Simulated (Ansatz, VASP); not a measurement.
## Two plane-wave programs on CaO

File INCAR:

```
PREC = Accurate ; ENCUT = 600
EDIFF = 1E-7 ; ISMEAR = 0
SIGMA = 0.02 ; LREAL = False
LASPH = True ; NELM = 60
ALGO = Normal ; ISIF = 3
LWAVE = False ; LCHARG = False
GGA = PE ; IBRION = 2
NSW = 100 ; EDIFFG = -0.01
```

The input KPOINTS:

```
regular mesh
0
Gamma
  6 6 6
```

POSCAR

```
CaO
1.0
   -3.5185034900      3.5185034900      3.5185034900
    3.5185034900     -3.5185034900      3.5185034900
    3.5185034900      3.5185034900     -3.5185034900
Ca O
4 4
Direct
    0.3253069500      0.0000000000      0.0000000000
    0.6746930500      0.6746930500      0.6746930500
    0.0000000000      0.3253069500      0.0000000000
    0.0000000000      0.0000000000      0.3253069500
    0.0000000000      0.6746930500      0.0000000000
    0.3253069500      0.3253069500      0.3253069500
    0.6746930500      0.0000000000      0.0000000000
    0.0000000000      0.0000000000      0.6746930500
```

Input for Ansatz:

```yaml
crystal:
  lattice:
    - [-3.51850349, 3.51850349, 3.51850349]
    - [3.51850349, -3.51850349, 3.51850349]
    - [3.51850349, 3.51850349, -3.51850349]
  atoms:
    - { symbol: Ca, position: [0.32530695, 0.0, 0.0] }
    - { symbol: Ca, position: [0.67469305, 0.67469305, 0.67469305] }
    - { symbol: Ca, position: [0.0, 0.32530695, 0.0] }
    - { symbol: Ca, position: [0.0, 0.0, 0.32530695] }
    - { symbol: O, position: [0.0, 0.67469305, 0.0] }
    - { symbol: O, position: [0.32530695, 0.32530695, 0.32530695] }
    - { symbol: O, position: [0.67469305, 0.0, 0.0] }
    - { symbol: O, position: [0.0, 0.0, 0.67469305] }
basis:
  ecutwfc: 420
kpoints:
  mp_grid: { grid: [6, 6, 6] }
hamiltonian:
  xc: pbe
scf:
  occupations: { method: gaussian, width: 0.02 }
output:
  forces: true
  stress: true
  eigenvalues: true
  write_density: true
  write_potential: true
  elf: true
  volumetric_format: npy
relax:
  adjacent_minimum: "off"
  f_tol: 0.01
  max_steps: 80
  cell: { stress_tol: 0.05 }
```

Alike in both runs: task relaxation of cell and atoms; functional PBE; k mesh 6 × 6 × 6; occupations gaussian, width 0.02 eV; no spin polarisation.

|  | VASP | Ansatz |
| --- | --- | --- |
| version | VASP 6.6.1 | Ansatz 0.2.0 |
| potentials or method | VASP PAW PBE potentials, release 64 (Ca_sv, O), cutoff 600 eV | scalar-relativistic, plane waves, PAW |
| valence electrons in the cell | 64 | 64 |

```tsv
	VASP	Ansatz	Ansatz less VASP
gap on the k mesh at the Fermi level, each at its own relaxed structure (eV)	2.54	2.55	+0.014
relaxed volume (Å³/atom)	22.84	22.70	-0.137
relaxed cell length with the largest relative difference (Å)	6.192	6.179	-0.0124
```
